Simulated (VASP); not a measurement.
# SiC (b) (F-43m) in VASP: notebook, part 2 of 2

VASP 6.6.1.

## Step 3: Single point, PBE

Contents of INCAR:

```
SYSTEM = SiC
  PREC = Accurate
  ENCUT = 600
  EDIFF = 1E-6
  ISMEAR = 0
  SIGMA = 0.02
  LREAL = .FALSE.
  LASPH = .TRUE.
  NELM = 120
  ALGO = Normal
  ISIF = 2
  LWAVE = .FALSE.
  LCHARG = .FALSE.
  GGA = PE
  NBANDS = 11
  GGA_COMPAT = .FALSE.
```

Contents of KPOINTS:

```
regular mesh
0
G
  10 10 10
  0 0 0
```

Contents of POSCAR:

```
SiC
1.0
    0.0000000000      2.1898716617      2.1898716617
    2.1898716617      0.0000000000      2.1898716617
    2.1898716617      2.1898716617      0.0000000000
Si C
1 1
Direct
    0.0000000000      0.0000000000      0.0000000000
    0.2500000000      0.2500000000      0.2500000000
```

Potentials or basis: VASP PAW PBE potentials, release 64 (Si, C).

The run is started by

```sh
> cat potpaw_PBE.64/Si/POTCAR potpaw_PBE.64/C/POTCAR > POTCAR
> mpirun -np 1 vasp_std > vasp.out
```

OUTCAR:

```text
SYSTEM = SiC
   PREC = Accurate
   ENCUT = 600
   EDIFF = 1E-6
   ISMEAR = 0
   LREAL = .FALSE.
   LASPH = .TRUE.
   NELM = 120
   ISIF = 2
   GGA = PE

 ion  position               nearest neighbor table
   1  0.000  0.000  0.000-   2 1.90   2 1.90   2 1.90   2 1.90
   2  0.250  0.250  0.250-   1 1.90   1 1.90   1 1.90   1 1.90

  LATTYP: Found a face centered cubic cell.
 ALAT       =     4.3797433234

  Lattice vectors:

 A1 = (   0.0000000000,   2.1898716617,   2.1898716617)
 A2 = (   2.1898716617,   0.0000000000,   2.1898716617)
 A3 = (   2.1898716617,   2.1898716617,   0.0000000000)

Analysis of symmetry for initial positions (statically):
=====================================================================
 Subroutine PRICEL returns:
 Original cell was already a primitive cell.

 Routine SETGRP: Setting up the symmetry group for a
 face centered cubic supercell.

 Subroutine GETGRP returns: Found 24 space group operations
 (whereof 24 operations were pure point group operations)
 out of a pool of 48 trial point group operations.

The static configuration has the point symmetry T_d .

Analysis of symmetry for dynamics (positions and initial velocities):
=====================================================================
 Subroutine PRICEL returns:
 Original cell was already a primitive cell.

 Routine SETGRP: Setting up the symmetry group for a
 face centered cubic supercell.

 Subroutine GETGRP returns: Found 24 space group operations
 (whereof 24 operations were pure point group operations)
 out of a pool of 48 trial point group operations.

The dynamic configuration has the point symmetry T_d .

 Subroutine INISYM returns: Found 24 space group operations
 (whereof 24 operations are pure point group operations),
 and found     1 'primitive' translations

----------------------------------------------------------------------------------------

                                     Primitive cell

  volume of cell :      21.0032

[... 117 lines left out ...]
   LEPSILON=     F    determine dielectric tensor
   LRPA    =     F    only Hartree local field effects (RPA)
 non-spin polarized calculation
 Gauss-broadening in eV      SIGMA  =   0.02
  energy-cutoff  :      600.00
  volume of cell :       21.00
 maximum number of plane-waves:       725
 NGX is ok and might be reduce to    28
   NGX = 13   NGY = 13   NGZ = 13

 number of electron       8.0000000 magnetization

 Free energy of the ion-electron system (eV)
  ---------------------------------------------------
  ext. energy  EPLUGINS =         0.00000000
  ---------------------------------------------------
  free energy    TOTEN  =       -15.06218781 eV

  energy without entropy =      -15.06218781  energy(sigma->0) =      -15.06218781

 E-fermi :   8.0343     XC(G=0): -11.2911

 val. band max:        7.9395628917   @ k =   0.0000   0.0000   0.0000
 cond. band min:       9.3106113494   @ k =   0.5000   0.5000   0.0000
 fundamental gap:      1.3710484577
 Fermi energy:         8.0343368188

 k-point     1 :       0.0000    0.0000    0.0000
  band No.  band energies     occupation
      1      -7.3468      2.00000
      2       7.9396      2.00000
      3       7.9396      2.00000
      4       7.9396      2.00000
      5      13.9982      0.00000
      6      15.1446      0.00000
      7      15.1446      0.00000
      8      15.1446      0.00000
      9      22.3600      0.00000
     10      22.3600      0.00000
     11      24.1899      0.00000
[... 309 lines left out ...]
 k-point    24 :       0.4000    0.3000    0.0000
  band No.  band energies     occupation
      1      -4.2453      2.00000
      2       2.3763      2.00000
      3       4.8185      2.00000
      4       5.3386      2.00000
      5      10.7984      0.00000
      6      13.5027      0.00000
      7      19.4019      0.00000
      8      19.7306      0.00000
      9      21.5328      0.00000
     10      25.8800      0.00000
     11      28.9669      0.00000

 [... further k-points ...]

------------------------ aborting loop because EDIFF is reached ----------------------------------------

  FORCE on cell =-STRESS in cart. coord.  units (eV):
  Direction    XX          YY          ZZ          XY          YZ          ZX
  --------------------------------------------------------------------------------------
  -------------------------------------------------------------------------------------
  Total       -0.0242534     -0.0242534     -0.0242534      0.0000000      0.0000000      0.0000000
  in kB       -1.8501055     -1.8501055     -1.8501055      0.0000000      0.0000000      0.0000000
  external PRESSURE =      -1.8501055 kB  Pullay stress =       0.0000000 kB

 VOLUME and BASIS-vectors are now :
 -----------------------------------------------------------------------------
  energy-cutoff  :      600.00
  volume of cell :       21.00
      direct lattice vectors                 reciprocal lattice vectors
     0.000000000  2.189871662  2.189871662    -0.228323883  0.228323883  0.228323883
     2.189871662  0.000000000  2.189871662     0.228323883 -0.228323883  0.228323883
     2.189871662  2.189871662  0.000000000     0.228323883  0.228323883 -0.228323883

 POSITION                                       TOTAL-FORCE (eV/Angst)
 -----------------------------------------------------------------------------------
      0.00000      0.00000      0.00000        -0.000000     -0.000000     -0.000000
      1.09494      1.09494      1.09494         0.000000      0.000000      0.000000
 -----------------------------------------------------------------------------------
    total drift:                               -0.000000     -0.000000     -0.000000

  FREE ENERGIE OF THE ION-ELECTRON SYSTEM (eV)
  ---------------------------------------------------
  free  energy   TOTEN  =       -15.0621878066 eV

  energy  without entropy=      -15.0621878066  energy(sigma->0) =      -15.06218781
```

OSZICAR:

```text
N       E                     dE             d eps       ncg     rms          rms(c)
DAV:   1     0.579787739063E+01    0.57979E+01   -0.42123E+03  1050   0.690E+02
DAV:   2    -0.161778178061E+02   -0.21976E+02   -0.20851E+02  1342   0.116E+02
DAV:   3    -0.168725856807E+02   -0.69477E+00   -0.69344E+00  1286   0.173E+01
DAV:   4    -0.168752365516E+02   -0.26509E-02   -0.26507E-02  1186   0.133E+00
DAV:   5    -0.168752480571E+02   -0.11506E-04   -0.11505E-04  1256   0.832E-02    0.865E+00
DAV:   6    -0.151146250910E+02    0.17606E+01   -0.64627E+00  1154   0.113E+01    0.382E+00
DAV:   7    -0.150696388624E+02    0.44986E-01   -0.36754E-01  1232   0.348E+00    0.175E+00
DAV:   8    -0.150619688019E+02    0.76701E-02   -0.20119E-02  1163   0.948E-01    0.174E-01
DAV:   9    -0.150620717575E+02   -0.10296E-03   -0.16904E-03  1279   0.233E-01    0.112E-01
DAV:  10    -0.150621850181E+02   -0.11326E-03   -0.25113E-04  1163   0.957E-02    0.266E-02
DAV:  11    -0.150621873992E+02   -0.23812E-05   -0.46220E-05  1241   0.351E-02    0.707E-03
DAV:  12    -0.150621878066E+02   -0.40733E-06   -0.22101E-06  1107   0.886E-03
   1 F= -.15062188E+02 E0= -.15062188E+02  d E =-.598898E-14
```

Wall time 26 s (1 thread of Intel Xeon 8259CL, shared host); peak memory 0.15 GiB.

What came out:

- Free energy: -15.0622 eV
- Pressure: -0.2 GPa
- Band gap on the k mesh: 1.37 eV, indirect (least direct gap 4.53 eV)
